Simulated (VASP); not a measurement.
# HfC in VASP: further runs

Aim: see how the results for HfC move with the level of theory and the settings. Levels: LDA, PBEsol. Tasks: density of states, elastic constants.

All numbers are computed with VASP 6.6.1; they aren't measurements. Logs are shortened: lines on timing, memory, paths and dates and some standing lists are left out, and cuts for length are marked.

### 1 The cell of the first run

The typed cell holds 2 atoms: a = 3.288 Å, b = 3.288 Å, c = 3.288 Å, α = 60.00°, β = 60.00°, γ = 60.00°.

### 2 Density of states, LDA (atoms moved at random)

File POSCAR:

```
HfC
1.0
    0.0000000000      2.3250000000      2.3250000000
    2.3250000000      0.0000000000      2.3250000000
    2.3250000000      2.3250000000      0.0000000000
Hf C
1 1
Direct
    0.5094580000      0.4951970000      0.4941300000
    0.0040740000     -0.0091950000      0.0052600000
```

File INCAR.step1:

```
ALGO = Normal
EDIFF = 1E-7
ENCUT = 520
ISIF = 2
ISMEAR = -1
LASPH = True
LCHARG = True
LMAXMIX = 4
LREAL = False
LWAVE = False
NBANDS = 14
NELM = 60
PREC = Accurate
SIGMA = 0.05
```

File KPOINTS.step1:

```
k-points
0
Gamma
  10 10 10
```

File INCAR.step2:

```
ALGO = Normal
EDIFF = 1E-7
ENCUT = 520
ICHARG = 11
ISIF = 2
ISMEAR = -5
LASPH = True
LCHARG = False
LMAXMIX = 4
LORBIT = 11
LREAL = False
LWAVE = False
NBANDS = 14
NEDOS = 2001
NELM = 60
PREC = Accurate
SIGMA = 0.05
```

File KPOINTS.step2:

```
k-points
0
Gamma
  15 15 15
```

Potentials or basis: VASP PAW LDA potentials, release 64 (Hf_pv, C).

The run is started by

```bash
cat potpaw_LDA.64/Hf_pv/POTCAR potpaw_LDA.64/C/POTCAR > POTCAR
cp INCAR.step1 INCAR
cp KPOINTS.step1 KPOINTS
mpirun -np 1 vasp_std > vasp.out
cp INCAR.step2 INCAR
cp KPOINTS.step2 KPOINTS
mpirun -np 1 vasp_std > vasp.out
```

OUTCAR:

```text
EDIFF = 1E-7
   ENCUT = 520
   ICHARG = 11
   ISIF = 2
   ISMEAR = -5
   LASPH = True
   LORBIT = 11
   LREAL = False
   NELM = 60
   PREC = Accurate

 ion  position               nearest neighbor table
   1  0.509  0.495  0.494-   2 2.30   2 2.31   2 2.31   2 2.34   2 2.34   2 2.35
   2  0.004  0.991  0.005-   1 2.30   1 2.31   1 2.31   1 2.34   1 2.34   1 2.35

  LATTYP: Found a face centered cubic cell.
 ALAT       =     4.6500000000

  Lattice vectors:

 A1 = (   0.0000000000,   2.3250000000,   2.3250000000)
 A2 = (   2.3250000000,   0.0000000000,   2.3250000000)
 A3 = (   2.3250000000,   2.3250000000,   0.0000000000)

Analysis of symmetry for initial positions (statically):
=====================================================================
 Subroutine PRICEL returns:
 Original cell was already a primitive cell.

 Routine SETGRP: Setting up the symmetry group for a
 face centered cubic supercell.

 Subroutine GETGRP returns: Found  1 space group operations
 (whereof  1 operations were pure point group operations)
 out of a pool of 48 trial point group operations.

The static configuration has the point symmetry C_1 .

Analysis of symmetry for dynamics (positions and initial velocities):
=====================================================================
 Subroutine PRICEL returns:
 Original cell was already a primitive cell.

 Routine SETGRP: Setting up the symmetry group for a
 face centered cubic supercell.

 Subroutine GETGRP returns: Found  1 space group operations
 (whereof  1 operations were pure point group operations)
 out of a pool of 48 trial point group operations.

The dynamic configuration has the point symmetry C_1 .

 Subroutine INISYM returns: Found  1 space group operations
 (whereof  1 operations are pure point group operations),
 and found     1 'primitive' translations

----------------------------------------------------------------------------------------

                                     Primitive cell

  volume of cell :      25.1362

  direct lattice vectors                    reciprocal lattice vectors
     0.000000000  2.325000000  2.325000000    -0.215053763  0.215053763  0.215053763
     2.325000000  0.000000000  2.325000000     0.215053763 -0.215053763  0.215053763
     2.325000000  2.325000000  0.000000000     0.215053763  0.215053763 -0.215053763

  length of vectors
     3.288046533  3.288046533  3.288046533     0.372484045  0.372484045  0.372484045

  position of ions in fractional coordinates (direct lattice)
     0.509458000  0.495197000  0.494130000
     0.004074000  0.990805000  0.005260000

[... 91 lines left out ...]
   EMIN   =  10.00;   EMAX   =-10.00  energy-range for DOS
   EFERMI =   0.00;   METHOD = LEGACY
   ISMEAR =    -5;   SIGMA  =   0.05  broadening in eV -4-tet -1-fermi 0-gaus
   EFERMI_NEDOS =   21; number of points for ismear=-14 and -15
   IALGO  =     38    algorithm
   IMIX   =      4    mixing-type and parameters
     AMIX     =   0.40;   BMIX     =  1.00
     AMIX_MAG =   1.60;   BMIX_MAG =  1.00
  volume/ion in A,a.u.               =      12.57        84.81
  Fermi-wavevector in a.u.,A,eV,Ry     =   1.346949  2.545365 24.684672  1.814272
  Thomas-Fermi vector in A             =   2.474740
   LORBIT       =     11    0 simple, 1 ext, 2 COOP (PROOUT), +10 PAW based schemes
   GGA     = CA    functional components
   LHFCALC =     F    Hartree Fock is set to
   AEXX    =    0.0000 exact exchange contribution
   IVDW    =     0    specifies the selected vdW correction
   LEPSILON=     F    determine dielectric tensor
   LRPA    =     F    only Hartree local field effects (RPA)
 non-spin polarized calculation
 Fermi weights with tetrahedron method with Bloechl corrections
  energy-cutoff  :      520.00
  volume of cell :       25.14
 maximum number of plane-waves:       688

 number of electron      14.0000000 magnetization

 Free energy of the ion-electron system (eV)
  ---------------------------------------------------
  ext. energy  EPLUGINS =         0.00000000
  ---------------------------------------------------
  free energy    TOTEN  =       -22.84761110 eV

  energy without entropy =      -22.84761110  energy(sigma->0) =      -22.84761110

 E-fermi :   5.8780     XC(G=0): -12.4879

 val. band max:        6.0045306209   @ k =   0.0000   0.0000   0.0667
 cond. band min:       5.7897588170   @ k =   0.2000   0.2000   0.0000
 fundamental gap:     -0.2147718039
 Fermi energy:         5.8780424910

 k-point     1 :       0.0000    0.0000    0.0000
  band No.  band energies     occupation
      1     -23.5533      2.00000
      2     -23.5532      2.00000
      3     -23.5532      2.00000
      4      -6.2958      2.00000
      5       6.7548     -0.51903
      6       6.8046      0.00000
      7       6.8370      0.00000
      8       7.1656      0.00000
      9       7.2080      0.00000
     10       7.2704      0.00000
     11       9.1811      0.00000
     12       9.1920      0.00000
     13      12.7949      0.00000
     14      16.8900      0.00000
[... 377 lines left out ...]
      1     -24.1824      2.00000
      2     -23.6173      2.00000
      3     -23.6172      2.00000
      4      -3.1673      2.00000
      5       0.5273      2.00000
      6       3.0571      2.00000
      7       3.0572      2.00000
      8      10.3070      0.00000
      9      10.5025      0.00000
     10      10.5037      0.00000
     11      13.9719      0.00000
     12      16.2218      0.00000
     13      16.2266      0.00000
     14      18.6878      0.00000

 [... further k-points ...]
[... 5 lines left out ...]
  --------------------------------------------------------------------------------------
  -------------------------------------------------------------------------------------
  Total       -1.8064333     -1.8097268     -1.7973208     -0.0042306      0.0056000      0.0065244
  in kB     -115.1419694   -115.3518961   -114.5611363     -0.2696592      0.3569439      0.4158677
  external PRESSURE =    -115.0183340 kB  Pullay stress =       0.0000000 kB

 VOLUME and BASIS-vectors are now :
 -----------------------------------------------------------------------------
  energy-cutoff  :      520.00
  volume of cell :       25.14
      direct lattice vectors                 reciprocal lattice vectors
     0.000000000  2.325000000  2.325000000    -0.215053763  0.215053763  0.215053763
     2.325000000  0.000000000  2.325000000     0.215053763 -0.215053763  0.215053763
     2.325000000  2.325000000  0.000000000     0.215053763  0.215053763 -0.215053763

 POSITION                                       TOTAL-FORCE (eV/Angst)
 -----------------------------------------------------------------------------------
      2.30019      2.33334      2.33582         0.102559      0.087717     -0.148332
      2.31585      0.02170      2.31309        -0.102559     -0.087717      0.148332
 -----------------------------------------------------------------------------------
    total drift:                                0.000517      0.000430     -0.000900

  FREE ENERGIE OF THE ION-ELECTRON SYSTEM (eV)
  ---------------------------------------------------
  free  energy   TOTEN  =       -22.8476110991 eV

  energy  without entropy=      -22.8476110991  energy(sigma->0) =      -22.84761110

 total charge

# of ion       s       p       d       tot
------------------------------------------
    1        0.313   6.625   1.697   8.635
    2        0.864   1.510   0.000   2.374
--------------------------------------------------
tot          1.177   8.135   1.697  11.008
```

OUTCAR.step1:

```text
EDIFF = 1E-7
   ENCUT = 520
   ISIF = 2
   ISMEAR = -1
   LASPH = True
[... 628 lines left out ...]
      2.30019      2.33334      2.33582         0.112799      0.096295     -0.163289
      2.31585      0.02170      2.31309        -0.112799     -0.096295      0.163289
 -----------------------------------------------------------------------------------
    total drift:                               -0.000070     -0.000054     -0.000020

  FREE ENERGIE OF THE ION-ELECTRON SYSTEM (eV)
  ---------------------------------------------------
  free  energy   TOTEN  =       -22.8459199417 eV

  energy  without entropy=      -22.8429787636  energy(sigma->0) =      -22.84444935
```

OSZICAR.step1:

```text
N       E                     dE             d eps       ncg     rms          rms(c)
DAV:   1     0.207962564623E+02    0.20796E+02   -0.77389E+03 14128   0.980E+02
DAV:   2    -0.245089162275E+02   -0.45305E+02   -0.42504E+02 18116   0.199E+02
DAV:   3    -0.260263576438E+02   -0.15174E+01   -0.15125E+01 17228   0.264E+01
DAV:   4    -0.260334533212E+02   -0.70957E-02   -0.70951E-02 16694   0.223E+00
DAV:   5    -0.260335008384E+02   -0.47517E-04   -0.47517E-04 17362   0.163E-01    0.583E+01
DAV:   6    -0.229602684309E+02    0.30732E+01   -0.12503E+01 16050   0.183E+01    0.416E+01
DAV:   7    -0.228714391946E+02    0.88829E-01   -0.66344E-01 17796   0.533E+00    0.253E+01
DAV:   8    -0.228547829113E+02    0.16656E-01   -0.10771E-01 18036   0.221E+00    0.660E+00
DAV:   9    -0.228464129479E+02    0.83700E-02   -0.32030E-02 15708   0.953E-01    0.207E+00
DAV:  10    -0.228459247053E+02    0.48824E-03   -0.20759E-03 18330   0.319E-01    0.848E-02
DAV:  11    -0.228459202541E+02    0.44513E-05   -0.10629E-04 16278   0.847E-02    0.559E-02
DAV:  12    -0.228459202010E+02    0.53092E-07   -0.25296E-06 18254   0.124E-02    0.305E-02
DAV:  13    -0.228459199437E+02    0.25725E-06   -0.52424E-07 16380   0.382E-03    0.147E-03
DAV:  14    -0.228459199417E+02    0.20373E-08   -0.32776E-08 11736   0.148E-03
   1 F= -.22845920E+02 E0= -.22844449E+02  d E =-.294118E-02
```

Wall time 4.9 min (1 thread of AMD EPYC 9R45 (Zen 5), shared host); peak memory 0.63 GiB.

Results:

* Valence electrons inside the program's atomic spheres: Hf 8.63; C 2.37

Caveat: the cell differs from its parent crystal (atoms moved at random); spin-orbit coupling is left out, which moves the levels of the heavy elements; tetrahedron occupations give inexact forces and stress in metals.

### 3 Density of states, PBEsol

File POSCAR:

```
HfC
1.0
    0.0000000000      2.3250000000      2.3250000000
    2.3250000000      0.0000000000      2.3250000000
    2.3250000000      2.3250000000      0.0000000000
Hf C
1 1
Direct
    0.5000000000      0.5000000000      0.5000000000
    0.0000000000      0.0000000000      0.0000000000
```

INCAR.step1: that of step 2 with these lines changed.

```diff
@@ -1,4 +1,5 @@
 ALGO = Normal
-EDIFF = 1E-7
+EDIFF = 1E-6
 ENCUT = 520
+GGA = PS
 ISIF = 2
```

KPOINTS.step1 is that of step 2.

File INCAR.step2:

```
ALGO = Normal
EDIFF = 1E-6
ENCUT = 520
GGA = PS
ICHARG = 11
ISIF = 2
ISMEAR = -5
LASPH = True
LCHARG = False
LMAXMIX = 4
LORBIT = 10
LREAL = False
LWAVE = False
NBANDS = 14
NEDOS = 1001
NELM = 60
PREC = Accurate
SIGMA = 0.05
```

KPOINTS.step2 is that of step 2.

Potentials or basis: VASP PAW PBE potentials, release 64 (Hf_pv, C).

The run is started by

```bash
cat potpaw_PBE.64/Hf_pv/POTCAR potpaw_PBE.64/C/POTCAR > POTCAR
cp INCAR.step1 INCAR
cp KPOINTS.step1 KPOINTS
mpirun -np 1 vasp_std > vasp.out
cp INCAR.step2 INCAR
cp KPOINTS.step2 KPOINTS
mpirun -np 1 vasp_std > vasp.out
```

Run time: 38 s. Hardware: 1 thread of Intel Xeon 8259CL, shared host; peak memory 0.17 GiB.

The run converged. Its results:

| Item | Value |
| --- | --- |
| Valence electrons inside the program's atomic spheres | Hf 8.61; C 2.37 |

Levels at points of the mesh, in eV from the Fermi level:
| k point | band 5 | band 6 | band 7 | band 8 | band 9 | band 10 |
| --- | --- | --- | --- | --- | --- | --- |
| (0.00, 0.00, 0.00) | 1.01 | 1.01 | 1.01 | 1.33 | 1.33 | 1.33 |

Caveat: the PAW data sets were made with another functional, which shifts forces and pressure a little; spin-orbit coupling is left out, which moves the levels of the heavy elements; tetrahedron occupations give inexact forces and stress in metals.

### 4 Elastic constants, PBEsol

File INCAR:

```
SYSTEM = HfC
PREC = Accurate ; ENCUT = 600
EDIFF = 1E-8 ; ISMEAR = -1
SIGMA = 0.05 ; LREAL = .False.
LASPH = .True. ; NELM = 100
ALGO = Normal ; ISIF = 3
LWAVE = .False. ; LCHARG = .False.
GGA = PS ; NBANDS = 14
IBRION = 6 ; NFREE = 2
POTIM = 0.015 ; NSW = 1
```

File KPOINTS:

```
regular mesh
0
Gamma
  8 8 8
  0 0 0
```

POSCAR is that of step 3.

The run is started by

```bash
cat potpaw_PBE.64/Hf_pv/POTCAR potpaw_PBE.64/C/POTCAR > POTCAR
mpirun -np 1 vasp_std > vasp.out
```

Wall time 13 min (1 thread of Intel Xeon 8259CL, shared host); peak memory 0.26 GiB.

Results (log left out):

```yaml
Elastic_constants_C11_C12_C44: 487, 106, 172 GPa
Voigt_bulk_modulus: 233 GPa
Highest_phonon_frequency_at_Γ_LO-TO_splitting_left_out: 449 cm⁻¹
```

Phonon frequencies in cm⁻¹ (negative: imaginary):
| q point | frequencies |
| --- | --- |
| (0.000, 0.000, 0.000) | 0 0 0 449 449 449 |

Elastic tensor in Voigt notation (GPa, in the Cartesian axes of the cell as first typed):
```
487 106 106   0   0   0
106 487 106   0   0   0
106 106 487   0   0   0
  0   0   0 172   0   0
  0   0   0   0 172   0
  0   0   0   0   0 172
```

Clamped-ion elastic tensor (GPa):
```
487 106 106   0   0   0
106 487 106   0   0   0
106 106 487   0   0   0
  0   0   0 172   0   0
  0   0   0   0 172   0
  0   0   0   0   0 172
```

Caveat: the cell is under stress, which shifts elastic constants; the PAW data sets were made with another functional, which shifts forces and pressure a little; spin-orbit coupling is left out, which moves the levels of the heavy elements.
